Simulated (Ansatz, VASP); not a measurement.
# One calculation of BAs, two programs

The input POSCAR:

```
BAs
1.0
    0.0000000000      2.3687779730      2.3687779730
    2.3687779730      0.0000000000      2.3687779730
    2.3687779730      2.3687779730      0.0000000000
B As
1 1
Direct
    0.7500000000      0.7500000000      0.7500000000
    0.0000000000      0.0000000000      0.0000000000
```

The input INCAR.step1:

```
SYSTEM = BAs
ALGO     = Normal         ! electronic algorithm
EDIFF    = 1E-4           ! SCF threshold, eV
ENCUT    = 520            ! plane-wave cutoff, eV
GGA      = PE             ! functional
ISMEAR   = -1             ! smearing method
LASPH    = .TRUE.         ! aspherical terms in the spheres
LCHARG   = .FALSE.        ! write CHGCAR
LREAL    = .FALSE.        ! projectors in reciprocal space
LWAVE    = .TRUE.         ! write WAVECAR
NBANDS   = 11             ! bands
NELM     = 100            ! most SCF steps
PREC     = Accurate       ! precision mode
SIGMA    = 0.01           ! smearing width, eV
```

File INCAR.step2:

```
SYSTEM = BAs
ALGO     = Normal         ! electronic algorithm
EDIFF    = 1E-8           ! SCF threshold, eV
ENCUT    = 520            ! plane-wave cutoff, eV
ISIF     = 2              ! what is computed and relaxed
ISMEAR   = -1             ! smearing method
ISTART   = 1            
LASPH    = .TRUE.         ! aspherical terms in the spheres
LCHARG   = .FALSE.        ! write CHGCAR
LEFG     = .TRUE.       
LMIXTAU  = .TRUE.       
LREAL    = .FALSE.        ! projectors in reciprocal space
LWAVE    = .FALSE.        ! write WAVECAR
METAGGA  = R2SCAN         ! meta-GGA
NBANDS   = 11             ! bands
NELM     = 100            ! most SCF steps
PREC     = Accurate       ! precision mode
SIGMA    = 0.01           ! smearing width, eV
```

File KPOINTS:

```
k-points
0
G
  11 11 11
  0 0 0
```

Input for Ansatz:

```yaml
crystal:
  lattice:
    - [0.0, 2.368777973, 2.368777973]
    - [2.368777973, 0.0, 2.368777973]
    - [2.368777973, 2.368777973, 0.0]
  atoms:
    - { symbol: B, position: [0.75, 0.75, 0.75] }
    - { symbol: As, position: [0.0, 0.0, 0.0] }
kpoints:
  mp_grid: { grid: [11, 11, 11] }
scf:
  occupations: { method: fermi_dirac, width: 0.01 }
  mixing: { algorithm: broyden, beta: 0.9, ndim: 16 }
hamiltonian:
  xc: r2scan
  pseudopotentials: { kind: all_electron, datasets: crystal }
output:
  forces: true
  stress: true
  eigenvalues: true
  efg: { contact_densities: true }
```

Alike in both runs: task electric field gradients; functional r2SCAN; k mesh 11 × 11 × 11; occupations fermi-dirac, width 0.01 eV; no spin polarisation.

```csv
,VASP,Ansatz
version,VASP 6.6.1,Ansatz 0.2.0
potentials or method,"VASP PAW PBE potentials, release 64 (B, As), cutoff 520 eV","all-electron PAW with datasets made for the crystal, scalar-relativistic"
```

|  | VASP | Ansatz | Ansatz less VASP |
| --- | --- | --- | --- |
| gap on the k mesh at the Fermi level (eV) | 1.37 | 1.37 | +0.001 |
| pressure (GPa) | 4.7 | 4.4 | -0.27 |

VASP's potentials were made for PBE, not for r2SCAN. Ansatz ran all-electron here, and VASP with PAW potentials.
